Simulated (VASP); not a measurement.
# TaN (P-62m) in VASP: a series of runs

TaN is run at these levels: PBEsol; tasks: single point.

Program: VASP 6.6.1. These are calculated values, not measurements. Logs are shortened: lines on timing, memory, paths and dates and some standing lists are left out, and cuts for length are marked.

## Step 1: The cell of the first run

The structure is hexagonal, space group P-62m (No. 189). Conventional cell: a = 5.196 Å, b = 5.196 Å, c = 2.940 Å, α = 90.00°, β = 90.00°, γ = 120.00°. Ta (site symmetry -6) has 6 N at 2.17 Å within 2.9 Å. Ta (site symmetry -62m) has 3 N at 2.04 Å within 2.7 Å. N (site symmetry m2m) has 5 Ta at 2.04 to 2.17 Å within 2.7 Å.

## Step 2: Single point, PBEsol (zz strain of +1 %)

Contents of INCAR:

```
PREC = Accurate
ENCUT = 520
EDIFF = 1E-6
ISMEAR = -1
SIGMA = 0.01
LREAL = F
LASPH = T
NELM = 80
ALGO = Normal
ISIF = 2
LWAVE = F
LCHARG = F
GGA = PS
NBANDS = 33
```

Contents of KPOINTS:

```
Automatic mesh
0
Gamma
  6 6 9
```

Contents of POSCAR:

```
TaN
1.0
    5.1960008669      0.0000000000      0.0000000000
   -2.5980004334      4.4998687488      0.0000000000
    0.0000000000      0.0000000000      2.9401100000
Ta N
3 3
Direct
    0.3333333333      0.6666666667      0.5000000000
    0.6666666667      0.3333333333      0.5000000000
    0.0000000000      0.0000000000      0.0000000000
    0.3928500000      0.0000000000      0.0000000000
    0.6071500000      0.6071500000      0.0000000000
    0.0000000000      0.3928500000      0.0000000000
```

Potentials or basis: VASP PAW PBE potentials, release 64 (Ta_pv, N).

Launch:

```console
> cat potpaw_PBE.64/Ta_pv/POTCAR potpaw_PBE.64/N/POTCAR > POTCAR
> mpirun -np 1 vasp_std > vasp.out
```

OUTCAR:

```text
PREC = Accurate
   ENCUT = 520
   EDIFF = 1E-6
   ISMEAR = -1
   LREAL = F
   LASPH = T
   NELM = 80
   ISIF = 2
   GGA = PS

 ion  position               nearest neighbor table
   1  0.333  0.667  0.500-   4 2.17   4 2.17   6 2.17   6 2.17   5 2.17   5 2.17   2 3.00   2 3.00
                             2 3.00   3 3.34   3 3.34   3 3.34   3 3.34   3 3.34   3 3.34
   2  0.667  0.333  0.500-   6 2.17   6 2.17   4 2.17   4 2.17   5 2.17   5 2.17   1 3.00   1 3.00
                             1 3.00   3 3.34   3 3.34   3 3.34   3 3.34   3 3.34   3 3.34
   3  0.000  0.000  0.000-   6 2.04   4 2.04   5 2.04   2 3.34   1 3.34   1 3.34   2 3.34   1 3.34
                             1 3.34   2 3.34   2 3.34   2 3.34   2 3.34   1 3.34   1 3.34
   4  0.393  0.000  0.000-   3 2.04   1 2.17   1 2.17   2 2.17   2 2.17
   5  0.607  0.607  0.000-   3 2.04   2 2.17   2 2.17   1 2.17   1 2.17
   6  0.000  0.393  0.000-   3 2.04   2 2.17   2 2.17   1 2.17   1 2.17

  LATTYP: Found a hexagonal cell.
 ALAT       =     5.1960008669
 C/A-ratio  =     0.5658409372

  Lattice vectors:

 A1 = (   5.1960008669,   0.0000000000,   0.0000000000)
 A2 = (  -2.5980004334,   4.4998687488,   0.0000000000)
 A3 = (   0.0000000000,   0.0000000000,   2.9401100000)

Analysis of symmetry for initial positions (statically):
=====================================================================
 Subroutine PRICEL returns:
 Original cell was already a primitive cell.

 Routine SETGRP: Setting up the symmetry group for a
 hexagonal supercell.

 Subroutine GETGRP returns: Found 12 space group operations
 (whereof 12 operations were pure point group operations)
 out of a pool of 24 trial point group operations.

The static configuration has the point symmetry D_3h.

Analysis of symmetry for dynamics (positions and initial velocities):
=====================================================================
 Subroutine PRICEL returns:
 Original cell was already a primitive cell.

 Routine SETGRP: Setting up the symmetry group for a
 hexagonal supercell.

 Subroutine GETGRP returns: Found 12 space group operations
 (whereof 12 operations were pure point group operations)
 out of a pool of 24 trial point group operations.

The dynamic configuration has the point symmetry D_3h.

 Subroutine INISYM returns: Found 12 space group operations
 (whereof 12 operations are pure point group operations),
 and found     1 'primitive' translations

[... 105 lines left out ...]
   NSW    =      0    number of steps for IOM
   IBRION =     -1    ionic relax: 0-MD 1-quasi-New 2-CG
   NFREE  =      0    steps in history (QN), initial steepest desc. (CG)
   ISIF   =      2    stress and relaxation
   ISYM   =      2    0-nonsym 1-usesym 2-fastsym
   POTIM  = 0.5000    time-step for ionic-motion
   TEBEG  =    0.0;   TEEND  =   0.0 temperature during run
   PSTRESS=    0.0 pullay stress
   NELECT =      48.0000    total number of electrons
   NUPDOWN=      -1.0000    fix difference up-down
   EMIN   =  10.00;   EMAX   =-10.00  energy-range for DOS
   EFERMI =   0.00;   METHOD = LEGACY
   ISMEAR =    -1;   SIGMA  =   0.01  broadening in eV -4-tet -1-fermi 0-gaus
   EFERMI_NEDOS =   21; number of points for ismear=-14 and -15
   IALGO  =     38    algorithm
   IMIX   =      4    mixing-type and parameters
     AMIX     =   0.40;   BMIX     =  1.00
     AMIX_MAG =   1.60;   BMIX_MAG =  1.00
  volume/ion in A,a.u.               =      11.46        77.32
  Fermi-wavevector in a.u.,A,eV,Ry     =   1.452371  2.744584 28.699895  2.109383
  Thomas-Fermi vector in A             =   2.569761
   LORBIT       =      0    0 simple, 1 ext, 2 COOP (PROOUT), +10 PAW based schemes
   GGA     = PS    functional components
   LHFCALC =     F    Hartree Fock is set to
   AEXX    =    0.0000 exact exchange contribution
   IVDW    =     0    specifies the selected vdW correction
   LEPSILON=     F    determine dielectric tensor
   LRPA    =     F    only Hartree local field effects (RPA)
 non-spin polarized calculation
  energy-cutoff  :      520.00
  volume of cell :       68.74
 maximum number of plane-waves:      1869
 NGX is ok and might be reduce to    40
   NGX = 19   NGY = 19   NGZ = 11

 number of electron      48.0000004 magnetization

 Free energy of the ion-electron system (eV)
  ---------------------------------------------------
  ext. energy  EPLUGINS =         0.00000000
  ---------------------------------------------------
  free energy    TOTEN  =       -71.40342284 eV

  energy without entropy =      -71.40318987  energy(sigma->0) =      -71.40330635

 E-fermi :   8.0351     XC(G=0): -13.1095

 val. band max:        7.9757777289   @ k =   0.1667   0.0000   0.3333
 cond. band min:       8.0508118292   @ k =   0.0000   0.0000   0.2222
 fundamental gap:      0.0750341003
 Fermi energy:         8.0350696132

 k-point     1 :       0.0000    0.0000    0.0000
  band No.  band energies     occupation
      1     -28.1134      2.00000
      2     -28.1134      2.00000
      3     -27.7646      2.00000
      4     -27.7646      2.00000
      5     -27.6256      2.00000
      6     -27.5182      2.00000
[... 853 lines left out ...]
     32      11.7231      0.00000
     33      13.0718      0.00000

 [... further k-points ...]

------------------------ aborting loop because EDIFF is reached ----------------------------------------

  FORCE on cell =-STRESS in cart. coord.  units (eV):
  Direction    XX          YY          ZZ          XY          YZ          ZX
  --------------------------------------------------------------------------------------
  -------------------------------------------------------------------------------------
  Total       -1.8434654     -1.8434654     -4.3149128     -0.0000000      0.0000000     -0.0000000
  in kB      -42.9648142    -42.9648142   -100.5657194     -0.0000000      0.0000000     -0.0000000
  external PRESSURE =     -62.1651159 kB  Pullay stress =       0.0000000 kB

 VOLUME and BASIS-vectors are now :
 -----------------------------------------------------------------------------
  energy-cutoff  :      520.00
  volume of cell :       68.74
      direct lattice vectors                 reciprocal lattice vectors
     5.196000867  0.000000000  0.000000000     0.192455703  0.111114352  0.000000000
    -2.598000433  4.499868749  0.000000000     0.000000000  0.222228704  0.000000000
     0.000000000  0.000000000  2.940110000     0.000000000  0.000000000  0.340123329

 POSITION                                       TOTAL-FORCE (eV/Angst)
 -----------------------------------------------------------------------------------
     -0.00000      2.99991      1.47005        -0.000000     -0.000000     -0.000000
      2.59800      1.49996      1.47005        -0.000000     -0.000000     -0.000000
      0.00000      0.00000      0.00000        -0.000000     -0.000000     -0.000000
      2.04125      0.00000      0.00000         0.048267     -0.000000      0.000000
      1.57738      2.73210      0.00000        -0.024134     -0.041801     -0.000000
     -1.02062      1.76777      0.00000        -0.024134      0.041801     -0.000000
 -----------------------------------------------------------------------------------
    total drift:                               -0.000002     -0.000003      0.000000

  FREE ENERGIE OF THE ION-ELECTRON SYSTEM (eV)
  ---------------------------------------------------
  free  energy   TOTEN  =       -71.4034228366 eV

  energy  without entropy=      -71.4031898684  energy(sigma->0) =      -71.40330635
```

Run time: 61 s. Hardware: 1 thread of AMD EPYC 7R13 (Zen 3), shared host; peak memory 0.19 GiB.

What came out:

```
Free energy            : -71.4034 eV
Pressure               : -6.2 GPa
Largest force          : 0.048 eV/Å
Band gap on the k mesh : zero (band 24 reaches 9.67 eV, above the bottom of band 25 at 6.79 eV)
```

Forces in eV/Å, atoms in the order of the input:
```
Ta   0.000  0.000  0.000
Ta   0.000  0.000  0.000
Ta   0.000  0.000  0.000
N    0.048  0.000  0.000
N   -0.024 -0.042  0.000
N   -0.024  0.042  0.000
```

Caveat: the cell differs from its parent crystal (zz strain of +1 %); the PAW data sets were made with another functional, which shifts forces and pressure a little; spin-orbit coupling is left out, which moves the levels of the heavy elements.

[end of part 1 of 2]
